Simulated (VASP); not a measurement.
Pt:

```
CELL_PARAMETERS angstrom
-1.55688 1.55688 1.55688
1.55688 -1.55688 1.55688
1.55688 1.55688 -1.55688
ATOMIC_POSITIONS crystal
Pt 0.00000 0.00000 0.00000
```

| Quantity | Value |
| --- | --- |
| Program | VASP 6.6.1 |
| Task | relaxation of cell and atoms |
| Functional | PBE |
| Potentials or basis | VASP PAW PBE potentials, release 64 (Pt) |
| Cutoff | 600 eV |
| k mesh | 14 × 14 × 14 |
| Occupations | fermi-dirac, width 0.1 eV |
| Spin | no spin polarisation |

At the start: pressure 12.8 GPa; volume 15.09 Å³/atom.

Question: Where does the relaxation end?

Answer: Over 4 steps the energy falls by 27.8 meV/atom and the volume is 15.83 Å³/atom (+4.9 %); space group Im-3m (No. 229, to 0.05 Å).

The path:
```
step  energy change (eV)  largest force (eV/Å)  pressure (GPa)  volume (Å³)
   1              0.0000                0.0000           12.83        15.09
   2              0.1264                0.0000          -20.84        17.89
   3             -0.0277                0.0000           -0.54        15.86
   4             -0.0278                0.0000           -0.05        15.83
```

Final structure:
```
CELL_PARAMETERS angstrom
-1.58171 1.58171 1.58171
1.58171 -1.58171 1.58171
1.58171 1.58171 -1.58171
ATOMIC_POSITIONS crystal
Pt 0.00000 0.00000 0.00000
```
